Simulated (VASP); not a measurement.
Wanted: the native input for a VASP 6.6.1 run.

```yaml
Task: single point
Functional: PBE
Potentials_or_basis: VASP PAW PBE potentials, release 64 (Ce, Hf_pv, O)
Cutoff: 520 eV
k_mesh: 4 × 4 × 4
Occupations: gaussian, width 0.1 eV
Spin: no spin polarisation
Dipole_correction: no
Further_INCAR_settings: ALGO = Normal; EDIFF = 1e-06; NBANDS = 57
```

The structure of CeHf3O8 lies in POSCAR:

```
CeHf3O8
1.0
   -2.5950499229      2.5950499229      5.1873671032
    2.5950499229     -2.5950499229      5.1873671032
    2.5950499229      2.5950499229     -5.1873671032
Ce Hf O
1 3 8
Direct
    0.5000000000      0.5000000000      0.0000000000
    0.7500000000      0.2500000000      0.5000000000
    0.2500000000      0.7500000000      0.5000000000
    0.0000000000      0.0000000000      0.0000000000
    0.1134270356      0.1134270356      0.4840251891
    0.6294018465      0.6294018465      0.5159748109
    0.8865729644      0.3705981535      0.0000000000
    0.3705981535      0.8865729644      0.0000000000
    0.8865729644      0.8865729644      0.5159748109
    0.3705981535      0.3705981535      0.4840251891
    0.6294018465      0.1134270356      0.0000000000
    0.1134270356      0.6294018465      0.0000000000
```

These files were run (other wordings do the same):

INCAR

```
PREC = Accurate ; ENCUT = 520
EDIFF = 1E-6 ; ISMEAR = 0
SIGMA = 0.1 ; LREAL = False
LASPH = True ; NELM = 100
ALGO = Normal ; ISIF = 2
LWAVE = False ; LCHARG = False
GGA = PE ; NBANDS = 57
```

KPOINTS

```
regular mesh
0
Gamma
  4 4 4
```

Potentials or basis: VASP PAW PBE potentials, release 64 (Ce, Hf_pv, O).

The run is started by

```sh
$ cat potpaw_PBE.64/Ce/POTCAR potpaw_PBE.64/Hf_pv/POTCAR potpaw_PBE.64/O/POTCAR > POTCAR
$ mpirun -np 1 vasp_std > vasp.out
```

Results of the run:

The pressure is -2.5 GPa, the largest force is 0.102 eV/Å and the band gap on the k mesh is 1.96 eV (least direct gap 2.05 eV).

Caveat: spin-orbit coupling is left out, which moves the levels of the heavy elements.

Run time: 6.3 min on 1 thread of Intel(R) Xeon(R) Platinum 8488C (Sapphire Rapids), on a shared host, peak memory 0.38 GiB.
